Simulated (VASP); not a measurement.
Wanted: the native input for a VASP 6.6.1 run.

| Item | Value |
| --- | --- |
| Task | single point |
| Functional | LDA |
| Potentials or basis | VASP PAW LDA potentials, release 64 (Sr_sv, Cr_pv, F) |
| Cutoff | 520 eV |
| k mesh | 4 × 4 × 4 |
| Occupations | gaussian, width 0.05 eV |
| Spin | collinear spin |
| Starting moments | [0.0, 0.01, 0.0, 0.01, 0.0, 0.0, 0.0, 0.01] μB |
| Hubbard terms | Cr d U = 7.0 eV |
| Dipole correction | no |
| Further INCAR settings | ALGO = Normal; EDIFF = 1e-06; NBANDS = 46 |

The structure of SrCrF6 lies in POSCAR:

```
SrCrF6
1.0
    3.5544990100      2.0521909600      2.2876700000
   -3.5544990100      2.0521909600      2.2876700000
    0.0000000000     -4.1043819200      2.2876700000
Sr Cr F
1 1 6
Direct
    0.5000000000      0.5000000000      0.5000000000
    0.0000000000      0.0000000000      0.0000000000
    0.2630000000      0.8880000000      0.2630000000
    0.2630000000      0.2630000000      0.8880000000
    0.8880000000      0.2630000000      0.2630000000
    0.7370000000      0.1120000000      0.7370000000
    0.1120000000      0.7370000000      0.7370000000
    0.7370000000      0.7370000000      0.1120000000
```

The input as run:

INCAR

```
SYSTEM = SrCrF6
PREC = Accurate
ENCUT = 520
EDIFF = 1E-6
ISMEAR = 0
SIGMA = 0.05
LREAL = .FALSE.
LASPH = .TRUE.
NELM = 150
ALGO = Normal
ISIF = 2
LWAVE = .FALSE.
LCHARG = .TRUE.
ISPIN = 2
MAGMOM = 0 0.01 0 0.01 0 0 0 0.01
LORBIT = 11
LMAXMIX = 4
LDAU = .TRUE.
LDAUTYPE = 2
LDAUL = -1 2 -1
LDAUU = 0 7 0
LDAUJ = 0 0 0
LDAUPRINT = 1
LELF = .TRUE.
LVHAR = .TRUE.
NBANDS = 46
```

KPOINTS

```
regular mesh
0
G
  4 4 4
  0 0 0
```

Potentials or basis: VASP PAW LDA potentials, release 64 (Sr_sv, Cr_pv, F).

The run is started by

```console
$ cat potpaw_LDA.64/Sr_sv/POTCAR potpaw_LDA.64/Cr_pv/POTCAR potpaw_LDA.64/F/POTCAR > POTCAR
$ mpirun -np 1 vasp_std > vasp.out
```

Results of the run:

```json
{"Pressure": "-0.4 GPa", "Largest force": "0.964 eV/Å", "Band gap on the k mesh": "3.08 eV", "Net moment": "0.00 μB per cell", "Valence electrons inside the program's atomic spheres": "Sr 7.87; Cr 11.19; F 6.08"}
```

Caveat: the stress differs along the axes, from -2 to 3 GPa; no moment was typed at the start, so none could form.

Run time: 2.7 min on 1 thread of Intel(R) Xeon(R) Platinum 8559C (Emerald Rapids) (shared host), peak memory 0.29 GiB.
